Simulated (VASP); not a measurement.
# BAs (Pm-3m) in VASP: a series of runs, part 2 of 2

VASP 6.6.1. The steps go on from the part before.

## Step 3: Relaxation of cell and atoms, PBEsol

This run uses another cell than the first one, of 9.12 Å³/atom, 0.734 times its volume.

The input, INCAR:

```
PREC = Accurate ; ENCUT = 500
EDIFF = 1E-7 ; ISMEAR = -1
SIGMA = 0.03 ; LREAL = False
LASPH = True ; NELM = 120
ALGO = Normal ; ISIF = 3
LWAVE = False ; LCHARG = False
GGA = PS ; IBRION = 2
NSW = 100 ; EDIFFG = -0.01
GGA_COMPAT = False ; NELMIN = 4
```

The input, KPOINTS:

```
regular mesh
0
Gamma
  8 8 8
```

The input, POSCAR:

```
BAs
1.0
    2.6323269387      0.0000000000      0.0000000000
    0.0000000000      2.6323269387      0.0000000000
    0.0000000000      0.0000000000      2.6323269387
B As
1 1
Direct
    0.0000000000      0.0000000000      0.0000000000
    0.5000000000      0.5000000000      0.5000000000
```

Potentials or basis: VASP PAW PBE potentials, release 64 (B, As).

Command:

```console
> cat potpaw_PBE.64/B/POTCAR potpaw_PBE.64/As/POTCAR > POTCAR
> mpirun -np 1 vasp_std > vasp.out
```

OUTCAR:

```text
PREC = Accurate
   ENCUT = 500
   EDIFF = 1E-7
   ISMEAR = -1
   LREAL = False
   LASPH = True
   NELM = 120
   ISIF = 3
   GGA = PS
   IBRION = 2
   NSW = 100
   EDIFFG = -0.01
   NELMIN = 4

 ion  position               nearest neighbor table
   1  0.000  0.000  0.000-   2 2.28   2 2.28   2 2.28   2 2.28   2 2.28   2 2.28   2 2.28   2 2.28

   2  0.500  0.500  0.500-   1 2.28   1 2.28   1 2.28   1 2.28   1 2.28   1 2.28   1 2.28   1 2.28

  LATTYP: Found a simple cubic cell.
 ALAT       =     2.6323269387

  Lattice vectors:

 A1 = (   2.6323269387,   0.0000000000,   0.0000000000)
 A2 = (   0.0000000000,   2.6323269387,   0.0000000000)
 A3 = (   0.0000000000,   0.0000000000,   2.6323269387)

Analysis of symmetry for initial positions (statically):
=====================================================================
 Subroutine PRICEL returns:
 Original cell was already a primitive cell.

 Routine SETGRP: Setting up the symmetry group for a
 simple cubic supercell.

 Subroutine GETGRP returns: Found 48 space group operations
 (whereof 48 operations were pure point group operations)
 out of a pool of 48 trial point group operations.

The static configuration has the point symmetry O_h .

Analysis of symmetry for dynamics (positions and initial velocities):
=====================================================================
 Subroutine PRICEL returns:
 Original cell was already a primitive cell.

 Routine SETGRP: Setting up the symmetry group for a
 simple cubic supercell.

 Subroutine GETGRP returns: Found 48 space group operations
 (whereof 48 operations were pure point group operations)
 out of a pool of 48 trial point group operations.

The dynamic configuration has the point symmetry O_h .

 Subroutine INISYM returns: Found 48 space group operations
 (whereof 48 operations are pure point group operations),
 and found     1 'primitive' translations

----------------------------------------------------------------------------------------

                                     Primitive cell

  volume of cell :      18.2398

  direct lattice vectors                    reciprocal lattice vectors
     2.632326939  0.000000000  0.000000000     0.379892021  0.000000000  0.000000000
     0.000000000  2.632326939  0.000000000     0.000000000  0.379892021  0.000000000
     0.000000000  0.000000000  2.632326939     0.000000000  0.000000000  0.379892021

  length of vectors
     2.632326939  2.632326939  2.632326939     0.379892021  0.379892021  0.379892021

  position of ions in fractional coordinates (direct lattice)
     0.000000000  0.000000000  0.000000000
     0.500000000  0.500000000  0.500000000

  ion indices of the primitive-cell ions
   primitive index   ion index
                 1           1
                 2           2

----------------------------------------------------------------------------------------

 KPOINTS: regular mesh

Automatic generation of k-mesh.
 Grid dimensions read from file:
 generate k-points for:    8    8    8

 Generating k-lattice:

  Cartesian coordinates                     Fractional coordinates (reciprocal lattice)
     0.047486503  0.000000000  0.000000000     0.125000000  0.000000000  0.000000000
     0.000000000  0.047486503  0.000000000     0.000000000  0.125000000  0.000000000
     0.000000000  0.000000000  0.047486503     0.000000000  0.000000000  0.125000000

  Length of vectors
     0.047486503  0.047486503  0.047486503

  Shift w.r.t. Gamma in fractional coordinates (k-lattice)
     0.000000000  0.000000000  0.000000000

 Subroutine IBZKPT returns following result:
 ===========================================

 Found     35 irreducible k-points:

 Following reciprocal coordinates:
            Coordinates               Weight
  0.000000  0.000000  0.000000      1.000000
  0.125000  0.000000  0.000000      6.000000
  0.250000  0.000000  0.000000      6.000000
  0.375000  0.000000  0.000000      6.000000
  0.500000  0.000000  0.000000      3.000000
  0.125000  0.125000  0.000000     12.000000
[... 16 lines left out ...]
  0.375000  0.375000  0.125000     24.000000
  0.500000  0.375000  0.125000     24.000000
 [... further k-points ...]
   k-points           NKPTS =     35   k-points in BZ     NKDIM =     35   number of bands    NBANDS=      8
   number of dos      NEDOS =    301   number of ions     NIONS =      2
   total plane-waves  NPLWV =   8000
   dimension x,y,z NGX =    20 NGY =   20 NGZ =   20
   dimension x,y,z NGXF=    40 NGYF=   40 NGZF=   40
   ions per type =               1   1
   NGX,Y,Z   is equivalent  to a cutoff of  12.63, 12.63, 12.63 a.u.
   NGXF,Y,Z  is equivalent  to a cutoff of  25.26, 25.26, 25.26 a.u.
 SYSTEM =  unknown system
   PREC   = accura    normal or accurate (medium, high low for compatibility)
   ISTART =      0    job   : 0-new  1-cont  2-samecut
   ICHARG =      2    charge: 1-file 2-atom 10-const
   ISPIN  =      1    spin polarized calculation?
   LNONCOLLINEAR =      F non collinear calculations
   LSORBIT =      F    spin-orbit coupling
   LASPH  =      T    aspherical Exc in radial PAW
   ENCUT  =  500.0 eV  36.75 Ry    6.06 a.u.   4.80  4.80  4.80*2*pi/ulx,y,z
   NELM   =    120;   NELMIN=  4; NELMDL= -5     # of ELM steps
   EDIFF  = 0.1E-06   stopping-criterion for ELM
   LREAL  =      F    real-space projection
   EDIFFG = -.1E-01   stopping-criterion for IOM
   NSW    =    100    number of steps for IOM
   IBRION =      2    ionic relax: 0-MD 1-quasi-New 2-CG
   NFREE  =      1    steps in history (QN), initial steepest desc. (CG)
   ISIF   =      3    stress and relaxation
   ISYM   =      2    0-nonsym 1-usesym 2-fastsym
   POTIM  = 0.5000    time-step for ionic-motion
   TEBEG  =    0.0;   TEEND  =   0.0 temperature during run
   PSTRESS=    0.0 pullay stress
   NELECT =       8.0000    total number of electrons
   NUPDOWN=      -1.0000    fix difference up-down
   EMIN   =  10.00;   EMAX   =-10.00  energy-range for DOS
   EFERMI =   0.00;   METHOD = LEGACY
   ISMEAR =    -1;   SIGMA  =   0.03  broadening in eV -4-tet -1-fermi 0-gaus
   EFERMI_NEDOS =   21; number of points for ismear=-14 and -15
   IALGO  =     38    algorithm
   IMIX   =      4    mixing-type and parameters
     AMIX     =   0.40;   BMIX     =  1.00
     AMIX_MAG =   1.60;   BMIX_MAG =  1.00
  volume/ion in A,a.u.               =       9.12        61.54
  Fermi-wavevector in a.u.,A,eV,Ry     =   1.243841  2.350519 21.050136  1.547141
  Thomas-Fermi vector in A             =   2.378134
   LORBIT       =      0    0 simple, 1 ext, 2 COOP (PROOUT), +10 PAW based schemes
   GGA     = PS    functional components
   LHFCALC =     F    Hartree Fock is set to
   AEXX    =    0.0000 exact exchange contribution
   IVDW    =     0    specifies the selected vdW correction
   LEPSILON=     F    determine dielectric tensor
   LRPA    =     F    only Hartree local field effects (RPA)
 conjugate gradient relaxation of ions
 non-spin polarized calculation
  energy-cutoff  :      500.00
  volume of cell :       18.24
 maximum number of plane-waves:       480
 NGX is ok and might be reduce to    20
   NGX =  9   NGY =  9   NGZ =  9

--------------------------------------- Ionic step        1  -------------------------------------------

 number of electron       7.9999999 magnetization

 Free energy of the ion-electron system (eV)
  ---------------------------------------------------
  ext. energy  EPLUGINS =         0.00000000
  ---------------------------------------------------
  free energy    TOTEN  =        -8.26095527 eV

  energy without entropy =       -8.25873038  energy(sigma->0) =       -8.25984282

 E-fermi :  11.4404     XC(G=0): -12.9316

 val. band max:       11.3413630378   @ k =   0.3750   0.2500   0.1250
 cond. band min:      11.4916002140   @ k =   0.3750   0.2500   0.0000
 fundamental gap:      0.1502371763
 Fermi energy:        11.4404316174

 k-point     1 :       0.0000    0.0000    0.0000
  band No.  band energies     occupation
      1      -8.0818      2.00000
      2       9.9751      2.00000
      3       9.9751      2.00000
      4       9.9751      2.00000
      5      14.5680      0.00000
      6      16.5595      0.00000
      7      16.5595      0.00000
      8      24.6131      0.00000
[... 394 lines left out ...]
  energy  without entropy=       -9.2091517513  energy(sigma->0) =       -9.21116344

--------------------------------------- Ionic step        5  -------------------------------------------

 number of electron       8.0000004 magnetization

 Free energy of the ion-electron system (eV)
  ---------------------------------------------------
  ext. energy  EPLUGINS =         0.00000000
  ---------------------------------------------------
  free energy    TOTEN  =        -9.21331193 eV

  energy without entropy =       -9.20931977  energy(sigma->0) =       -9.21131585

 E-fermi :   7.6360     XC(G=0): -11.6652

 val. band max:        7.6165408382   @ k =   0.5000   0.1250   0.1250
 cond. band min:       7.6655045677   @ k =   0.0000   0.0000   0.0000
 fundamental gap:      0.0489637295
 Fermi energy:         7.6360207342

 k-point     1 :       0.0000    0.0000    0.0000
  band No.  band energies     occupation
      1      -8.6058      2.00000
      2       6.6317      2.00000
      3       6.6317      2.00000
      4       6.6317      2.00000
      5       7.6655      0.54468
      6      13.0935      0.00000
      7      13.0935      0.00000
      8      17.2603      0.00000
[... 282 lines left out ...]
  FREE ENERGIE OF THE ION-ELECTRON SYSTEM (eV)
  ---------------------------------------------------
  free  energy   TOTEN  =        -9.2133119269 eV

  energy  without entropy=       -9.2093197702  energy(sigma->0) =       -9.21131585

 reached required accuracy - stopping structural energy minimisation
```

OSZICAR:

```text
N       E                     dE             d eps       ncg     rms          rms(c)
DAV:   1     0.120772591603E+02    0.12077E+02   -0.43180E+03   568   0.917E+02
DAV:   2    -0.828248793493E+01   -0.20360E+02   -0.19552E+02   824   0.106E+02
DAV:   3    -0.848780657417E+01   -0.20532E+00   -0.19622E+00   624   0.137E+01
[... 40 lines left out ...]
DAV:   1    -0.921346958499E+01   -0.29444E-03   -0.53768E-03   600   0.525E-01    0.598E-02
DAV:   2    -0.921334891500E+01    0.12067E-03   -0.23510E-04   576   0.951E-02    0.322E-02
DAV:   3    -0.921331583647E+01    0.33079E-04   -0.56879E-05   576   0.477E-02    0.107E-02
DAV:   4    -0.921331198203E+01    0.38544E-05   -0.70231E-06   632   0.177E-02    0.267E-03
DAV:   5    -0.921331192686E+01    0.55166E-07   -0.19814E-07   384   0.273E-03
   5 F= -.92133119E+01 E0= -.92113158E+01  d E =-.136801E-03
```

CONTCAR:

```text
BAs
   1.00000000000000
     2.8972054304322867    0.0000000000000000    0.0000000000000000
    -0.0000000000000000    2.8972054304322867   -0.0000000000000000
    -0.0000000000000000   -0.0000000000000000    2.8972054304322867
  B               As
     1     1
Direct
     0.0000000000000000    0.0000000000000000    1.0000000000000000
     0.5000000000000000    0.5000000000000000    0.5000000000000000

  0.00000000E+00  0.00000000E+00  0.00000000E+00
  0.00000000E+00  0.00000000E+00  0.00000000E+00
```

It took 11 s on 1 thread of Intel Xeon 6975P-C (Granite Rapids), shared host; peak memory 0.12 GiB.

Results:

```yaml
Free_energy: -9.2133 eV
Relaxed_volume: 12.16 Å³/atom
Relaxed_cell: a = 2.897 Å, b = 2.897 Å, c = 2.897 Å, α = 90.00°, β = 90.00°, γ = 90.00°
Space_group_after_relaxing_to_0.05_Å: Pm-3m (No. 221)
Energy_gained_by_relaxing: 476.2 meV/atom
Ionic_steps: 5
Pressure_after_relaxing: 0.0 GPa
```

Step by step:
| step | energy change (eV) | largest force (eV/Å) | pressure (GPa) | volume (Å³) |
| --- | --- | --- | --- | --- |
| 1 | 0.0000 | 0.0000 | 66.15 | 18.24 |
| 2 | -0.6241 | 0.0000 | -14.30 | 30.09 |
| 3 | -0.9523 | 0.0000 | 0.14 | 24.29 |
| 4 | -0.9522 | 0.0000 | -0.43 | 24.42 |
| 5 | -0.9524 | 0.0000 | 0.02 | 24.32 |

Final structure:
```cif
data_structure
_symmetry_space_group_name_H-M 'P 1'
_symmetry_Int_Tables_number 1
_cell_length_a 2.8972
_cell_length_b 2.8972
_cell_length_c 2.8972
_cell_angle_alpha 90.000
_cell_angle_beta 90.000
_cell_angle_gamma 90.000
_cell_volume 24.32
loop_
_atom_site_label
_atom_site_type_symbol
_atom_site_fract_x
_atom_site_fract_y
_atom_site_fract_z
_atom_site_occupancy
B1 B 0.00000 0.00000 0.00000 1
As1 As 0.50000 0.50000 0.50000 1
```

Levels at points of the mesh, in eV from the Fermi level:
| k point | band 1 | band 2 | band 3 | band 4 | band 5 | band 6 | band 7 | band 8 |
| --- | --- | --- | --- | --- | --- | --- | --- | --- |
| (0.00, 0.00, 0.00) | -16.24 | -1.00 | -1.00 | -1.00 | 0.03 | 5.46 | 5.46 | 9.62 |
| (0.50, 0.00, 0.00) | -13.17 | -10.45 | 2.77 | 2.77 | 3.28 | 3.28 | 3.54 | 4.78 |
| (0.50, 0.50, 0.00) | -10.00 | -7.20 | -7.20 | -5.64 | 4.13 | 5.29 | 7.29 | 7.29 |
| (0.50, 0.50, 0.50) | -7.25 | -3.33 | -3.33 | -3.33 | -2.53 | -2.25 | -2.25 | -2.25 |

Caveat: the volume moved by over 15 % at a fixed basis, so the end points are rough; the bands computed are all filled at some k points, so no gap is given; the PAW data sets were made with another functional, which shifts forces and pressure a little.

## Step 4: Relaxation of cell and atoms, r2SCAN+rVV10

This run uses another cell than the first one, of 12.11 Å³/atom, 0.975 times its volume.

The input, POSCAR:

```
BAs
1.0
    2.8936067127      0.0000000000      0.0000000000
    0.0000000000      2.8936067127      0.0000000000
    0.0000000000      0.0000000000      2.8936067127
B As
1 1
Direct
    0.0000000000      0.0000000000      0.0000000000
    0.5000000000      0.5000000000      0.5000000000
```

The input, INCAR.step1:

```
PREC = Accurate
ENCUT = 550
ISMEAR = -1
SIGMA = 0.03
LREAL = False
LASPH = True
NELM = 120
GGA = PE
ALGO = Normal
EDIFF = 1E-5
LWAVE = True
LCHARG = False
GGA_COMPAT = False
IBRION = 2
ISIF = 3
EDIFFG = -0.005
NELMIN = 4
NSW = 100
```

The input, INCAR.step2:

```
PREC = Accurate
ENCUT = 550
EDIFF = 1E-7
ISMEAR = -1
SIGMA = 0.03
LREAL = False
LASPH = True
NELM = 120
ALGO = Normal
ISIF = 3
LWAVE = False
LCHARG = False
METAGGA = R2SCAN
LMIXTAU = True
LUSE_VDW = True
IVDW_NL = 2
BPARAM = 11.95
CPARAM = 0.0093
IBRION = 2
NSW = 100
EDIFFG = -0.01
ISTART = 1
GGA_COMPAT = False
NELMIN = 4
```

KPOINTS is that of step 3.

Command:

```console
> cat potpaw_PBE.64/B/POTCAR potpaw_PBE.64/As/POTCAR > POTCAR
> cp INCAR.step1 INCAR
> mpirun -np 1 vasp_std > vasp.out
> cp INCAR.step2 INCAR
> mpirun -np 1 vasp_std > vasp.out
```

Wall time 84 s (1 thread of Intel Xeon 6975P-C (Granite Rapids), shared host); peak memory 0.22 GiB.

It converged, with:

```yaml
Free_energy: -18.5355 eV
Relaxed_volume: 12.45 Å³/atom
Relaxed_cell: a = 2.920 Å, b = 2.920 Å, c = 2.920 Å, α = 90.00°, β = 90.00°, γ = 90.00°
Space_group_after_relaxing_to_0.05_Å: Pm-3m (No. 221)
Energy_gained_by_relaxing: 2.9 meV/atom
Ionic_steps: 3
Pressure_after_relaxing: 0.0 GPa
```

Step by step:
| step | energy change (eV) | largest force (eV/Å) | pressure (GPa) | volume (Å³) |
| --- | --- | --- | --- | --- |
| 1 | 0.0000 | 0.0000 | 2.78 | 24.23 |
| 2 | -0.0058 | 0.0000 | -0.26 | 24.97 |
| 3 | -0.0058 | 0.0000 | 0.01 | 24.91 |

Final structure:
```
CELL_PARAMETERS angstrom
2.92031 0.00000 0.00000
0.00000 2.92031 0.00000
0.00000 0.00000 2.92031
ATOMIC_POSITIONS crystal
B 0.00000 0.00000 0.00000
As 0.50000 0.50000 0.50000
```

Levels at points of the mesh, in eV from the Fermi level:
```csv
k point,band 1,band 2,band 3,band 4,band 5,band 6,band 7,band 8
"(0.00, 0.00, 0.00)",-16.89,-1.08,-1.08,-1.08,-0.16,5.90,5.90,10.03
"(0.50, 0.00, 0.00)",-13.65,-10.95,2.95,2.95,3.28,3.28,3.81,4.82
"(0.50, 0.50, 0.00)",-10.39,-7.43,-7.43,-6.08,4.41,5.31,7.73,7.73
"(0.50, 0.50, 0.50)",-7.59,-3.44,-3.44,-3.44,-2.95,-2.23,-2.23,-2.23
```

Caveat: the bands computed are all filled at some k points, so no gap is given; the PAW data sets were made with another functional, which shifts forces and pressure a little.

## Step 5: The runs side by side

| task | level | cell | cutoff (eV) | pressure (GPa) | relaxed volume (Å³/atom) |
| --- | --- | --- | --- | --- | --- |
| single point | r2SCAN+rVV10 | a = 2.918 Å, 2 atoms | 550 | 0.3 | - |
| relaxation of cell and atoms | PBEsol | relaxed from a = 2.632 Å, 2 atoms | 500 | 0.0 | 12.16 |
| relaxation of cell and atoms | r2SCAN+rVV10 | relaxed from a = 2.894 Å, 2 atoms | 550 | 0.0 | 12.45 |

Alike in all rows: potentials or basis VASP PAW PBE potentials, release 64 (B, As); no spin polarisation; k mesh 8 × 8 × 8; smearing fermi-dirac 0.03 eV.

Caveats: the PAW data sets were made with another functional, which shifts forces and pressure a little; the bands computed are all filled at some k points, so no gap is given (some runs); the volume moved by over 15 % at a fixed basis, so the end points are rough (some runs).

Absolute energies hang on the potentials; compare differences alone.
